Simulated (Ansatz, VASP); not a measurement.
# BiB: VASP beside Ansatz

```
B Bi
1.0
     0.00000    2.74487    2.71743
     2.74487    0.00000    2.71743
     2.74487    2.74487    0.00000
B Bi
1 1
Cartesian
  0.0000 0.0000 0.0000
  1.3724 1.3724 1.3587
```

Change from the starting cell: uniaxial_z strain -1.0%.

Alike in both runs: task single point; functional r2SCAN; k mesh 8 × 8 × 8; no spin polarisation.

|  | VASP | Ansatz |
| --- | --- | --- |
| version | VASP 6.6.1 | Ansatz 0.2.0 |
| potentials or method | VASP PAW PBE potentials, release 64 (B, Bi_d) | plane waves, PAW |
| plane-wave cutoff (eV) | 520 | 500 |
| occupations | gaussian, width 0.01 eV | fixed |
| valence electrons in the cell | 18 | 18 |

VASP gave:

* gap on the k mesh at the Fermi level (eV): 0.42
* pressure (GPa): 0.8
* traceless stress, the component that is largest in VASP (GPa): 0.67

Question: Estimate Ansatz's values.

Answer: gap on the k mesh at the Fermi level (eV): 0.41; pressure (GPa): 0.8; traceless stress, the component that is largest in VASP (GPa): 0.67.

VASP's potentials were made for PBE, not for r2SCAN.

Spin-orbit coupling is off throughout.
